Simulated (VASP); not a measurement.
Runs of VASP 6.6.1 on ZnSe. The structure is that of space group I-4m2 (No. 119), or close to it. The cells are those of the table. 

```tsv
cell	gap on the mesh (eV)	pressure (GPa)
a = 3.896, b = 3.896, c = 4.499 Å, angles 54.7, 54.7, 70.5°, 2 atoms	0.24	(c)
a = 3.982, b = 3.982, c = 4.063 Å, angles 59.3, 59.3, 61.3°, 2 atoms	0.97	(d)
a = 3.926, b = 3.926, c = 4.231 Å, angles 57.4, 57.4, 65.2°, 2 atoms	0.70	-3.6
a = 3.902, b = 3.902, c = 4.626 Å, angles 53.6, 53.6, 72.7°, 2 atoms	0.08	(a)
a = 3.904, b = 3.904, c = 4.354 Å, angles 56.1, 56.1, 67.8°, 2 atoms	0.51	-4.4
a = 3.959, b = 3.959, c = 4.121 Å, angles 58.6, 58.6, 62.7°, 2 atoms	0.87	-3.2
a = 4.373, b = 4.373, c = 3.571 Å, angles 65.9, 65.9, 48.2°, 2 atoms	none	-4.2
a = 4.081, b = 4.081, c = 3.882 Å, angles 61.6, 61.6, 56.8°, 2 atoms	(b)	-3.2
a = 4.166, b = 4.166, c = 3.771 Å, angles 63.1, 63.1, 53.8°, 2 atoms	0.58	-3.6
a = 4.259, b = 4.259, c = 3.672 Å, angles 64.5, 64.5, 51.1°, 2 atoms	0.13	-4.0
a = 4.463, b = 4.463, c = 3.501 Å, angles 66.9, 66.9, 46.2°, 2 atoms	none	-4.4
```

Alike in all rows: task single point; level LDA; potentials or basis VASP PAW LDA potentials, release 64 (Zn, Se); no spin polarisation; k mesh 10 × 10 × 10; cutoff (eV) 520; smearing gaussian 0.05 eV.

Problem. Estimate the missing entries.

Solution. (a) -6.6; (b) 0.89; (c) -5.5; (d) -3.1.

Caveats: semilocal functionals underestimate gaps, and a narrow one can read as zero (at least some runs); the cell stands under tension (at least some runs); the stress differs along the axes, from -8 to -0 GPa (at least some runs); the stress differs along the axes, from -10 to 0 GPa (at least some runs); the stress differs along the axes, from -7 to -0 GPa (at least some runs); the stress differs along the axes, from -19 to 3 GPa (at least some runs); the stress differs along the axes, from -10 to -0 GPa (at least some runs).

A k mesh can miss the band edges, and the runs leave out spin-orbit coupling on Se.

A gap of «none» marks levels without a gap at the run's occupations.
